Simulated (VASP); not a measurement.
# SiGe6 (Cmmm) in VASP: relaxation of cell and atoms with PBE

Aim: the relaxation of cell and atoms of SiGe6 with PBE.

Program: VASP 6.6.1. These are calculated values, not measurements. Logs are shortened: lines on timing, memory, paths and dates and some standing lists are left out, and cuts for length are marked.

## (1) The cell of the first run

Symmetry: Cmmm, No. 65, orthorhombic system. Conventional cell: a = 5.267 Å, b = 9.245 Å, c = 5.829 Å, α = 90.00°, β = 90.00°, γ = 90.00°. Si (site symmetry mmm) has 8 Ge at 2.53 to 2.95 Å within 3.3 Å. Within 3.3 Å of Ge (site symmetry m) lie 1 Si at 2.53 Å and 7 Ge at 2.54 to 3.29 Å. Ge (site symmetry mm2) has 8 Ge at 2.66 to 3.28 Å and 2 Si at 2.95 Å within 3.5 Å.

The cell was generated, and may not be a known phase.

## (2) Relaxation of cell and atoms, PBE

Contents of INCAR:

```
PREC = Accurate ; ENCUT = 600
EDIFF = 1E-7 ; ISMEAR = 0
SIGMA = 0.1 ; LREAL = False
LASPH = True ; NELM = 60
ALGO = Fast ; ISIF = 3
LWAVE = False ; LCHARG = False
GGA = PE ; IBRION = 2
NSW = 100 ; EDIFFG = -0.01
KPAR = 4
```

Contents of KPOINTS:

```
Automatic mesh
0
Gamma
  8 8 6
```

Contents of POSCAR:

```
SiGe6
1.0
    2.6334952193     -4.6224113398      0.0000000000
    2.6334952193      4.6224113398      0.0000000000
    0.0000000000      0.0000000000      5.8292352420
Si Ge
1 6
Direct
    0.5000000000      0.5000000000      0.5000000000
    0.2920860193      0.7079139807      0.7819036687
    0.7079139807      0.2920860193      0.7819036687
    0.7079139807      0.2920860193      0.2180963313
    0.2920860193      0.7079139807      0.2180963313
    0.0000000000      0.0000000000      0.7283233177
    0.0000000000      0.0000000000      0.2716766823
```

Potentials or basis: VASP PAW PBE potentials, release 64 (Si, Ge_d).

The run is started by

```console
cat potpaw_PBE.64/Si/POTCAR potpaw_PBE.64/Ge_d/POTCAR > POTCAR
mpirun -np 4 vasp_std > vasp.out
```

OUTCAR:

```text
PREC = Accurate
   ENCUT = 600
   EDIFF = 1E-7
   ISMEAR = 0
   LREAL = False
   LASPH = True
   NELM = 60
   ISIF = 3
   GGA = PE
   IBRION = 2
   NSW = 100
   EDIFFG = -0.01

 ion  position               nearest neighbor table
   1  0.500  0.500  0.500-   2 2.53   3 2.53   4 2.53   5 2.53   6 2.95   7 2.95   6 2.95   7 2.95

   2  0.292  0.708  0.782-   1 2.53   5 2.54   6 2.72   3 2.75   3 2.75
   3  0.708  0.292  0.782-   1 2.53   4 2.54   6 2.72   2 2.75   2 2.75
   4  0.708  0.292  0.218-   1 2.53   3 2.54   7 2.72   5 2.75   5 2.75
   5  0.292  0.708  0.218-   1 2.53   2 2.54   7 2.72   4 2.75   4 2.75
   6  0.000  0.000  0.728-   7 2.66   3 2.72   2 2.72   1 2.95   1 2.95
   7  0.000  0.000  0.272-   6 2.66   5 2.72   4 2.72   1 2.95   1 2.95

  LATTYP: Found a base centered orthorhombic cell.
 ALAT       =     5.2669904386
 B/A-ratio  =     1.7552381739
 C/A-ratio  =     1.1067487800

  Lattice vectors:

 A1 = (   2.6334952193,  -4.6224113398,   0.0000000000)
 A2 = (   2.6334952193,   4.6224113398,   0.0000000000)
 A3 = (   0.0000000000,   0.0000000000,   5.8292352420)

Analysis of symmetry for initial positions (statically):
=====================================================================
 Subroutine PRICEL returns:
 Original cell was already a primitive cell.

 Routine SETGRP: Setting up the symmetry group for a
 base centered orthorhombic supercell.

 Subroutine GETGRP returns: Found  8 space group operations
 (whereof  8 operations were pure point group operations)
 out of a pool of  8 trial point group operations.

The static configuration has the point symmetry D_2h.

Analysis of symmetry for dynamics (positions and initial velocities):
=====================================================================
 Subroutine PRICEL returns:
 Original cell was already a primitive cell.

 Routine SETGRP: Setting up the symmetry group for a
 base centered orthorhombic supercell.

 Subroutine GETGRP returns: Found  8 space group operations
 (whereof  8 operations were pure point group operations)
 out of a pool of  8 trial point group operations.

The dynamic configuration has the point symmetry D_2h.

 Subroutine INISYM returns: Found  8 space group operations
 (whereof  8 operations are pure point group operations),
 and found     1 'primitive' translations

----------------------------------------------------------------------------------------

                                     Primitive cell
[... 119 lines left out ...]
   IMIX   =      4    mixing-type and parameters
     AMIX     =   0.40;   BMIX     =  1.00
     AMIX_MAG =   1.60;   BMIX_MAG =  1.00
  volume/ion in A,a.u.               =      20.27       136.82
  Fermi-wavevector in a.u.,A,eV,Ry     =   1.396009  2.638074 26.515586  1.948841
  Thomas-Fermi vector in A             =   2.519405
   LORBIT       =      0    0 simple, 1 ext, 2 COOP (PROOUT), +10 PAW based schemes
   GGA     = PE    functional components
   LHFCALC =     F    Hartree Fock is set to
   AEXX    =    0.0000 exact exchange contribution
   IVDW    =     0    specifies the selected vdW correction
   LEPSILON=     F    determine dielectric tensor
   LRPA    =     F    only Hartree local field effects (RPA)
 conjugate gradient relaxation of ions
 non-spin polarized calculation
 RMM-DIIS sequential band-by-band and
 Gauss-broadening in eV      SIGMA  =   0.10
  energy-cutoff  :      600.00
  volume of cell :      141.92
 maximum number of plane-waves:      4779
 NGX is ok and might be reduce to    48
   NGX = 21   NGY = 21   NGZ = 23

--------------------------------------- Ionic step        1  -------------------------------------------

 number of electron      88.0000013 magnetization

 Free energy of the ion-electron system (eV)
  ---------------------------------------------------
  ext. energy  EPLUGINS =         0.00000000
  ---------------------------------------------------
  free energy    TOTEN  =       -30.27468816 eV

  energy without entropy =      -30.25909631  energy(sigma->0) =      -30.26689224

------------------------ aborting loop because EDIFF is reached ----------------------------------------

  FORCE on cell =-STRESS in cart. coord.  units (eV):
  Direction    XX          YY          ZZ          XY          YZ          ZX
  --------------------------------------------------------------------------------------
  -------------------------------------------------------------------------------------
  Total       -1.7518761      1.3048837      0.8805428     -0.0000000      0.0000000      0.0000000
  in kB      -19.7774940     14.7312528      9.9407319     -0.0000000      0.0000000      0.0000000
  external PRESSURE =       1.6314969 kB  Pullay stress =       0.0000000 kB
[... 104 lines left out ...]
  FREE ENERGIE OF THE ION-ELECTRON SYSTEM (eV)
  ---------------------------------------------------
  free  energy   TOTEN  =       -30.3457720752 eV

  energy  without entropy=      -30.3316261293  energy(sigma->0) =      -30.33869910

[... ionic steps 4 to 15 ...]

--------------------------------------- Ionic step       16  -------------------------------------------

 number of electron      87.9999978 magnetization

------------------------ aborting loop because EDIFF is reached ----------------------------------------
[... 77 lines left out ...]
--------------------------------------- Ionic step       18  -------------------------------------------

 number of electron      87.9999976 magnetization

 Free energy of the ion-electron system (eV)
  ---------------------------------------------------
  ext. energy  EPLUGINS =         0.00000000
  ---------------------------------------------------
  free energy    TOTEN  =       -30.37227998 eV

  energy without entropy =      -30.36028161  energy(sigma->0) =      -30.36628080

 E-fermi :   6.0096     XC(G=0): -10.6536

 val. band max:        5.9906482732   @ k =  -0.1250   0.1250   0.1667
 cond. band min:       6.0145292750   @ k =   0.5000   0.3750   0.1667
 fundamental gap:      0.0238810017
 Fermi energy:         6.0095556231

 k-point     1 :       0.0000    0.0000    0.0000
  band No.  band energies     occupation
      1     -18.7492      2.00000
      2     -18.7181      2.00000
      3     -18.6959      2.00000
      4     -18.6914      2.00000
      5     -18.6821      2.00000
      6     -18.6815      2.00000
[... 1309 lines left out ...]
     51       9.9446      0.00000
     52      10.9037      0.00000

 [... further k-points ...]
[... 5 lines left out ...]
  --------------------------------------------------------------------------------------
  -------------------------------------------------------------------------------------
  Total        0.0026229      0.0139836      0.0118690      0.0000000      0.0000000      0.0000000
  in kB        0.0297765      0.1587498      0.1347437      0.0000000      0.0000000      0.0000000
  external PRESSURE =       0.1077567 kB  Pullay stress =       0.0000000 kB
[... 22 lines left out ...]
  FREE ENERGIE OF THE ION-ELECTRON SYSTEM (eV)
  ---------------------------------------------------
  free  energy   TOTEN  =       -30.3722799798 eV

  energy  without entropy=      -30.3602816138  energy(sigma->0) =      -30.36628080

 reached required accuracy - stopping structural energy minimisation
```

It took 71 min on 4 MPI ranks of Oxide Virtual Turin-like, shared host; peak memory 0.72 GiB.

Results:

| Property | Result |
| --- | --- |
| Free energy | -30.3723 eV |
| Relaxed volume | 20.16 Å³/atom |
| Relaxed cell | a = 5.444 Å, b = 5.444 Å, c = 5.833 Å, α = 90.00°, β = 90.00°, γ = 125.28° |
| Space group after relaxing (to 0.1 Å) | Cmmm (No. 65) |
| Energy gained by relaxing | 13.9 meV/atom |
| Ionic steps | 18 |
| Pressure after relaxing | 0.0 GPa |
| Largest force after relaxing | 0.005 eV/Å |
| Band gap on the k mesh | zero (bands 44 and 45 overlap by 2.64 eV) |

Forces on the atoms (eV/Å):
```
Si   0.000  0.000  0.000
Ge   0.000  0.004 -0.003
Ge   0.000 -0.004 -0.003
Ge   0.000 -0.004  0.003
Ge   0.000  0.004  0.003
Ge   0.000  0.000  0.005
Ge   0.000  0.000 -0.005
```

The path:
| step | energy change (eV) | largest force (eV/Å) | pressure (GPa) | volume (Å³) |
| --- | --- | --- | --- | --- |
| 1 | 0.0000 | 0.1187 | 0.16 | 141.92 |
| 2 | -0.0334 | 0.0809 | -0.15 | 142.33 |
| 3 | -0.0711 | 0.1471 | -0.41 | 143.13 |
| 4 | -0.0720 | 0.1229 | -0.41 | 143.01 |
| 5 | -0.0845 | 0.1290 | 0.22 | 141.72 |
| 6 | -0.0845 | 0.1286 | 0.16 | 141.77 |
| 7 | -0.0901 | 0.1186 | -0.09 | 142.08 |
| 8 | -0.0919 | 0.1188 | -0.26 | 142.34 |
| 9 | -0.0954 | 0.0661 | 0.02 | 141.44 |
| 10 | -0.0957 | 0.0490 | 0.13 | 141.15 |
| 11 | -0.0974 | 0.0046 | 0.00 | 141.24 |
| 12 | -0.0974 | 0.0111 | -0.04 | 141.28 |
| 13 | -0.0974 | 0.0074 | -0.04 | 141.27 |
| 14 | -0.0975 | 0.0138 | 0.04 | 141.11 |
| 15 | -0.0975 | 0.0131 | 0.00 | 141.14 |
| 16 | -0.0975 | 0.0128 | 0.03 | 141.13 |
| 17 | -0.0975 | 0.0132 | 0.01 | 141.13 |
| 18 | -0.0976 | 0.0050 | 0.01 | 141.13 |

Final structure:
```
CELL_PARAMETERS angstrom
2.50191 -4.83543 0.00000
2.50191 4.83543 0.00000
0.00000 0.00000 5.83281
ATOMIC_POSITIONS crystal
Si 0.50000 0.50000 0.50000
Ge 0.29567 0.70433 0.77705
Ge 0.70433 0.29567 0.77705
Ge 0.70433 0.29567 0.22295
Ge 0.29567 0.70433 0.22295
Ge 0.00000 0.00000 0.73192
Ge 0.00000 0.00000 0.26808
```

Levels at points of the mesh, in eV from the Fermi level:
| k point | band 41 | band 42 | band 43 | band 44 | band 45 | band 46 | band 47 | band 48 |
| --- | --- | --- | --- | --- | --- | --- | --- | --- |
| (0.00, 0.00, 0.00) | -3.81 | -1.98 | -1.73 | -1.71 | -1.70 | -1.60 | -0.09 | 1.85 |
| (0.50, 0.00, 0.00) | -2.71 | -1.12 | -0.73 | 0.78 | 1.35 | 1.41 | 1.76 | 2.17 |
| (0.50, 0.50, 0.00) | -2.64 | -1.41 | -1.05 | 0.07 | 1.72 | 1.74 | 1.80 | 2.54 |
| (0.00, 0.00, 0.50) | -3.28 | -3.11 | -2.78 | -1.40 | -1.18 | -0.86 | 1.87 | 2.58 |
| (0.50, 0.00, 0.50) | -0.72 | -0.53 | -0.04 | 0.17 | 0.62 | 1.52 | 2.01 | 2.06 |
| (0.50, 0.50, 0.50) | -1.44 | -0.98 | -0.28 | -0.25 | 0.38 | 0.68 | 1.05 | 1.43 |

The gap in the log of VASP goes by the Fermi energy; the results here count the filled bands.